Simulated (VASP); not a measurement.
# Si in VASP: density of states with PBE

Aim: the density of states of Si with PBE.

Program: VASP 6.6.1. These are calculated values, not measurements. Logs are shortened: lines on timing, memory, paths and dates and some standing lists are left out, and cuts for length are marked.

## Step 1: The cell of the first run

The cell holds a slab with vacuum, 4 atoms: a = 3.869 Å, b = 3.869 Å, c = 19.948 Å, α = 90.00°, β = 90.00°, γ = 120.00°.

## Step 2: Density of states, PBE

POSCAR reads:

```
Si
1.0
    3.8685410222      0.0000000000      0.0000000000
   -1.9342705111      3.3502548008      0.0000000000
    0.0000000000      0.0000000000     19.9483000000
Si
4
Direct
    0.1666666665      0.3333333335      0.4010363502
    0.5000000005      0.9999999995      0.4406218104
    0.5000000005      0.9999999995      0.5593781901
    0.8333333335      0.6666666665      0.5989636498
```

INCAR.step1 reads:

```
PREC = Accurate ; ENCUT = 520
EDIFF = 1E-6 ; ISMEAR = -1
SIGMA = 0.02 ; LREAL = F
LASPH = T ; NELM = 100
ALGO = Normal ; ISIF = 2
LWAVE = F ; LCHARG = T
LDIPOL = T ; IDIPOL = 3
DIPOL = 0.5 0.5 0.500 ; GGA = PE
NBANDS = 16
```

KPOINTS.step1 reads:

```
Automatic mesh
0
Gamma
  9 9 1
```

INCAR.step2 reads:

```
PREC = Accurate ; ENCUT = 520
EDIFF = 1E-6 ; ISMEAR = -5
SIGMA = 0.02 ; LREAL = F
LASPH = T ; NELM = 100
ALGO = Normal ; ISIF = 2
LWAVE = F ; LCHARG = F
LDIPOL = T ; IDIPOL = 3
DIPOL = 0.5 0.5 0.500 ; GGA = PE
LORBIT = 10 ; NBANDS = 16
NEDOS = 1001 ; ICHARG = 11
```

KPOINTS.step2 reads:

```
Automatic mesh
0
Gamma
  14 14 1
```

Potentials or basis: VASP PAW PBE potentials, release 64 (Si).

Launch:

```
> cat potpaw_PBE.64/Si/POTCAR > POTCAR
> cp INCAR.step1 INCAR
> cp KPOINTS.step1 KPOINTS
> mpirun -np 1 vasp_std > vasp.out
> cp INCAR.step2 INCAR
> cp KPOINTS.step2 KPOINTS
> mpirun -np 1 vasp_std > vasp.out
```

OUTCAR:

```text
PREC = Accurate
   ENCUT = 520
   EDIFF = 1E-6
   ISMEAR = -5
   LREAL = F
   LASPH = T
   NELM = 100
   ISIF = 2
   GGA = PE
   LORBIT = 10
   ICHARG = 11

 ion  position               nearest neighbor table
   1  0.167  0.333  0.401-   2 2.37   2 2.37   2 2.37
   2  0.500  1.000  0.441-   1 2.37   1 2.37   3 2.37   1 2.37
   3  0.500  1.000  0.559-   4 2.37   4 2.37   4 2.37   2 2.37
   4  0.833  0.667  0.599-   3 2.37   3 2.37   3 2.37

  LATTYP: Found a hexagonal cell.
 ALAT       =     3.8685410222
 C/A-ratio  =     5.1565434838

  Lattice vectors:

 A1 = (   3.8685410222,   0.0000000000,   0.0000000000)
 A2 = (  -1.9342705111,   3.3502548008,   0.0000000000)
 A3 = (   0.0000000000,   0.0000000000,  19.9483000000)

Analysis of symmetry for initial positions (statically):
=====================================================================
 Subroutine PRICEL returns:
 Original cell was already a primitive cell.

 Routine SETGRP: Setting up the symmetry group for a
 hexagonal supercell.

 Subroutine GETGRP returns: Found 12 space group operations
 (whereof  4 operations were pure point group operations)
 out of a pool of 24 trial point group operations.

The static configuration has the point symmetry C_2h.
 The point group associated with its full space group is D_3d.

Analysis of symmetry for dynamics (positions and initial velocities):
=====================================================================
 Subroutine PRICEL returns:
 Original cell was already a primitive cell.

 Routine SETGRP: Setting up the symmetry group for a
 hexagonal supercell.

 Subroutine GETGRP returns: Found 12 space group operations
 (whereof  4 operations were pure point group operations)
 out of a pool of 24 trial point group operations.

The dynamic configuration has the point symmetry C_2h.
 The point group associated with its full space group is D_3d.

 Subroutine INISYM returns: Found 12 space group operations
 (whereof  4 operations are pure point group operations),
 and found     1 'primitive' translations

----------------------------------------------------------------------------------------

                                     Primitive cell

  volume of cell :     258.5419

  direct lattice vectors                    reciprocal lattice vectors
     3.868541022  0.000000000  0.000000000     0.258495385  0.149242380  0.000000000
    -1.934270511  3.350254801  0.000000000     0.000000000  0.298484760  0.000000000
     0.000000000  0.000000000 19.948300000     0.000000000  0.000000000  0.050129585

  length of vectors
     3.868541022  3.868541022 19.948300000     0.298484760  0.298484760  0.050129585

  position of ions in fractional coordinates (direct lattice)
     0.166666666  0.333333334  0.401036350
     0.500000001  0.999999999  0.440621810
     0.500000001  0.999999999  0.559378190
     0.833333334  0.666666666  0.598963650

  ion indices of the primitive-cell ions
   primitive index   ion index
                 1           1
                 2           2
                 3           3
                 4           4

----------------------------------------------------------------------------------------

 KPOINTS: Automatic mesh

Automatic generation of k-mesh.
 Grid dimensions read from file:
 generate k-points for:   14   14    1

 Generating k-lattice:

  Cartesian coordinates                     Fractional coordinates (reciprocal lattice)
     0.018463956  0.010660170  0.000000000     0.071428571  0.000000000  0.000000000
     0.000000000  0.021320340  0.000000000     0.000000000  0.071428571  0.000000000
     0.000000000  0.000000000  0.050129585     0.000000000  0.000000000  1.000000000

  Length of vectors
     0.021320340  0.021320340  0.050129585

  Shift w.r.t. Gamma in fractional coordinates (k-lattice)
     0.000000000  0.000000000  0.000000000

 TETIRR: Found    105 inequivalent tetrahedra from     1176

 Subroutine IBZKPT returns following result:
 ===========================================

 Found     24 irreducible k-points:

 Following reciprocal coordinates:
            Coordinates               Weight
  0.000000  0.000000  0.000000      1.000000
  0.071429  0.000000  0.000000      6.000000
  0.142857  0.000000  0.000000      6.000000
  0.214286 -0.000000  0.000000      6.000000
  0.285714 -0.000000  0.000000      6.000000
  0.357143 -0.000000  0.000000      6.000000
[... 16 lines left out ...]
  0.285714  0.285714  0.000000      6.000000
  0.357143  0.285714  0.000000      6.000000
   k-points           NKPTS =     24   k-points in BZ     NKDIM =     24   number of bands    NBANDS=     16
   number of dos      NEDOS =   1001   number of ions     NIONS =      4
   total plane-waves  NPLWV = 135000
   dimension x,y,z NGX =    30 NGY =   30 NGZ =  150
   dimension x,y,z NGXF=    60 NGYF=   60 NGZF=  300
   ions per type =               4
   NGX,Y,Z   is equivalent  to a cutoff of  12.89, 12.89, 12.50 a.u.
   NGXF,Y,Z  is equivalent  to a cutoff of  25.78, 25.78, 25.00 a.u.
 SYSTEM =  unknown system
   PREC   = accura    normal or accurate (medium, high low for compatibility)
   ISTART =      0    job   : 0-new  1-cont  2-samecut
   ICHARG =     11    charge: 1-file 2-atom 10-const
   ISPIN  =      1    spin polarized calculation?
   LNONCOLLINEAR =      F non collinear calculations
   LSORBIT =      F    spin-orbit coupling
   LASPH  =      T    aspherical Exc in radial PAW
   ENCUT  =  520.0 eV  38.22 Ry    6.18 a.u.   7.19  7.19 37.09*2*pi/ulx,y,z
   NELM   =    100;   NELMIN=  2; NELMDL=  0     # of ELM steps
   EDIFF  = 0.1E-05   stopping-criterion for ELM
   LREAL  =      F    real-space projection
   EDIFFG = 0.1E-04   stopping-criterion for IOM
   NSW    =      0    number of steps for IOM
   IBRION =     -1    ionic relax: 0-MD 1-quasi-New 2-CG
   NFREE  =      0    steps in history (QN), initial steepest desc. (CG)
   ISIF   =      2    stress and relaxation
   ISYM   =      2    0-nonsym 1-usesym 2-fastsym
   POTIM  = 0.5000    time-step for ionic-motion
   TEBEG  =    0.0;   TEEND  =   0.0 temperature during run
   PSTRESS=    0.0 pullay stress
   NELECT =      16.0000    total number of electrons
   NUPDOWN=      -1.0000    fix difference up-down
   EMIN   =  10.00;   EMAX   =-10.00  energy-range for DOS
   EFERMI =   0.00;   METHOD = LEGACY
   ISMEAR =    -5;   SIGMA  =   0.02  broadening in eV -4-tet -1-fermi 0-gaus
   EFERMI_NEDOS =   21; number of points for ismear=-14 and -15
   IALGO  =     38    algorithm
   IMIX   =      4    mixing-type and parameters
     AMIX     =   0.40;   BMIX     =  1.00
     AMIX_MAG =   1.60;   BMIX_MAG =  1.00
  volume/ion in A,a.u.               =      64.64       436.18
  Fermi-wavevector in a.u.,A,eV,Ry     =   0.647547  1.223686  5.705153  0.419317
  Thomas-Fermi vector in A             =   1.715890
   LORBIT       =     10    0 simple, 1 ext, 2 COOP (PROOUT), +10 PAW based schemes
   GGA     = PE    functional components
   LHFCALC =     F    Hartree Fock is set to
   AEXX    =    0.0000 exact exchange contribution
   IVDW    =     0    specifies the selected vdW correction
   LEPSILON=     F    determine dielectric tensor
   LRPA    =     F    only Hartree local field effects (RPA)
 non-spin polarized calculation
 Fermi weights with tetrahedron method with Bloechl corrections
  energy-cutoff  :      520.00
  volume of cell :      258.54
 maximum number of plane-waves:      6995
 NGX is ok and might be reduce to    30

 number of electron      16.0000001 magnetization

 dipolmoment           0.000000      0.000000     -0.000000 electrons x Angstroem

 Free energy of the ion-electron system (eV)
  ---------------------------------------------------
  ext. energy  EPLUGINS =         0.00000000
  ---------------------------------------------------
  free energy    TOTEN  =       -19.55371762 eV

  energy without entropy =      -19.55371762  energy(sigma->0) =      -19.55371762

 E-fermi :  -1.6162     XC(G=0):  -3.7157

 val. band max:       -1.6225739670   @ k =   0.0000   0.0000   0.0000
 cond. band min:      -1.4914136598   @ k =   0.3571   0.2857   0.0000
 fundamental gap:      0.1311603072
 Fermi energy:        -1.6161982316

 k-point     1 :       0.0000    0.0000    0.0000
  band No.  band energies     occupation
      1     -12.6938      2.00000
      2     -11.4479      2.00000
      3      -6.6804      2.00000
      4      -2.9466      2.00000
      5      -2.2623      2.00000
      6      -2.2623      2.00000
[... 8 lines left out ...]
     15       2.1524      0.00000
     16       2.8888      0.00000

 k-point     2 :       0.0714    0.0000    0.0000
  band No.  band energies     occupation
      1     -12.6359      2.00000
      2     -11.3890      2.00000
      3      -6.6571      2.00000
      4      -2.9521      2.00000
      5      -2.7605      2.00000
      6      -2.3937      2.00000
[... 8 lines left out ...]
     15       2.4248      0.00000
     16       2.9555      0.00000

 k-point     3 :       0.1429    0.0000    0.0000
  band No.  band energies     occupation
      1     -12.4632      2.00000
      2     -11.2135      2.00000
      3      -6.6121      2.00000
      4      -3.7188      2.00000
      5      -3.3087      2.00000
      6      -2.6973      2.00000
[... 8 lines left out ...]
     15       3.0826      0.00000
     16       3.1634      0.00000
[... 362 lines left out ...]
 k-point    23 :       0.2857    0.2857    0.0000
  band No.  band energies     occupation
      1     -10.3204      2.00000
      2      -8.9980      2.00000
      3      -8.5458      2.00000
      4      -7.6383      2.00000
      5      -5.1787      2.00000
      6      -5.0127      2.00000
[... 8 lines left out ...]
     15       4.3225      0.00000
     16       4.7684      0.00000

 k-point    24 :       0.3571    0.2857    0.0000
  band No.  band energies     occupation
      1     -10.0958      2.00000
      2      -8.8489      2.00000
      3      -8.6116      2.00000
      4      -7.9487      2.00000
      5      -5.3101      2.00000
      6      -5.1720      2.00000
[... 8 lines left out ...]
     15       4.9449      0.00000
     16       5.2732      0.00000

------------------------ aborting loop because EDIFF is reached ----------------------------------------

 vacuum level on the upper side and lower side of the slab       (xc-potential included)        -0.106        -0.106

  FORCE on cell =-STRESS in cart. coord.  units (eV):
  Direction    XX          YY          ZZ          XY          YZ          ZX
  --------------------------------------------------------------------------------------
  -------------------------------------------------------------------------------------
  Total       -1.2989555     -1.2989555      0.4343356     -0.0000000      0.0000000      0.0000000
  in kB       -8.0495929     -8.0495929      2.6915660     -0.0000000      0.0000000      0.0000000
  external PRESSURE =      -4.4692066 kB  Pullay stress =       0.0000000 kB

 VOLUME and BASIS-vectors are now :
 -----------------------------------------------------------------------------
  energy-cutoff  :      520.00
  volume of cell :      258.54
      direct lattice vectors                 reciprocal lattice vectors
     3.868541022  0.000000000  0.000000000     0.258495385  0.149242380  0.000000000
    -1.934270511  3.350254801  0.000000000     0.000000000  0.298484760  0.000000000
     0.000000000  0.000000000 19.948300000     0.000000000  0.000000000  0.050129585

 POSITION                                       TOTAL-FORCE (eV/Angst)
 -----------------------------------------------------------------------------------
     -0.00000      1.11675      7.99999        -0.000000     -0.000000      0.574332
      0.00000      3.35025      8.78966         0.000000      0.000000     -1.113517
      0.00000      3.35025     11.15864        -0.000000     -0.000000      1.113517
      1.93427      2.23350     11.94831         0.000000      0.000000     -0.574332
 -----------------------------------------------------------------------------------
    total drift:                               -0.000000      0.000000     -0.000001

  FREE ENERGIE OF THE ION-ELECTRON SYSTEM (eV)
  ---------------------------------------------------
  free  energy   TOTEN  =       -19.5537176186 eV

  energy  without entropy=      -19.5537176186  energy(sigma->0) =      -19.55371762

 vacuum level on the upper side and lower side of the slab         3.154         3.154

 total charge

# of ion       s       p       d       tot
------------------------------------------
    1        0.807   0.827   0.000   1.633
    2        0.772   0.888   0.000   1.660
    3        0.772   0.888   0.000   1.660
    4        0.807   0.827   0.000   1.633
--------------------------------------------------
tot          3.157   3.430   0.000   6.587
```

Wall time 82 s (1 thread of Intel Xeon 6975P-C (Granite Rapids), shared host); peak memory 0.35 GiB.

Results:

* Valence electrons inside the program's atomic spheres: Si 1.63, 1.66
